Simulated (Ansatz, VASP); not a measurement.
## Sc: VASP beside Ansatz

```
Sc
1.0
     0.00000    2.30456    2.27050
     2.30456    0.00000    2.27050
     2.30456    2.30456    0.00000
Sc
1
Direct
  0.00000 0.00000 0.00000
```

Change from the starting cell: strain +0.015 along x and y, +0.000 along z, atoms carried along.

Alike in both runs: task single point; functional PBEsol; k mesh 18 × 18 × 18; occupations gaussian, width 0.15 eV; no spin polarisation.

|  | VASP | Ansatz |
| --- | --- | --- |
| version | VASP 6.6.1 | Ansatz 0.2.0 |
| potentials or method | VASP PAW PBE potentials, release 64 (Sc_sv), cutoff 520 eV | scalar-relativistic, plane waves, PAW |
| valence electrons in the cell | 11 | 11 |

```tsv
	VASP	Ansatz	Ansatz less VASP
gap on the k mesh at the Fermi level (eV)	none	none	-
pressure (GPa)	-1.1	-1.1	0.00
traceless stress, the component that is largest in VASP (GPa)	0.28	0.28	0.000
```

VASP's potentials were made for PBE, not for PBEsol. A gap of «none» marks a metal or a gap that the smearing closes.
